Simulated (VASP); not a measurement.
Input of a VASP 6.6.1 run:

File INCAR:

```
PREC = Accurate
ENCUT = 500
EDIFF = 1E-6
ISMEAR = 0
SIGMA = 0.1
LREAL = F
LASPH = T
NELM = 120
ALGO = Normal
ISIF = 2
LWAVE = F
LCHARG = F
GGA = PE
NBANDS = 18
GGA_COMPAT = F
```

Contents of KPOINTS:

```
Automatic mesh
0
Gamma
  6 6 4
```

POSCAR

```
Si2Ge
1.0
    2.9724979751      0.0000000000      0.0000000000
   -1.4862489876      2.5742587592      0.0000000000
    0.0000000000      0.0000000000      6.6878095896
Si Ge
2 1
Direct
    0.6666666667      0.3333333333      0.8649236964
    0.3333333333      0.6666666667      0.1350763036
    0.0000000000      0.0000000000      0.5000000000
```

Potentials or basis: VASP PAW PBE potentials, release 64 (Si, Ge_d).

Launch:

```sh
$ cat potpaw_PBE.64/Si/POTCAR potpaw_PBE.64/Ge_d/POTCAR > POTCAR
$ mpirun -np 1 vasp_std > vasp.out
```

Question: What does it give for the pressure?

Answer: -0.2 GPa.

Question: What does it give for the band gap on the k mesh?

Answer: Zero (bands 11 and 12 overlap by 7.42 eV).

Question: Estimate the largest force.

Answer: 0.004 eV/Å.

Forces in eV/Å, atoms in the order of the input:
```
Si   0.000  0.000 -0.004
Si   0.000  0.000  0.004
Ge   0.000  0.000  0.000
```

Caveat: the k points lie up to 0.41 Å⁻¹ apart, too coarse for converged energies and pressures of a metal.
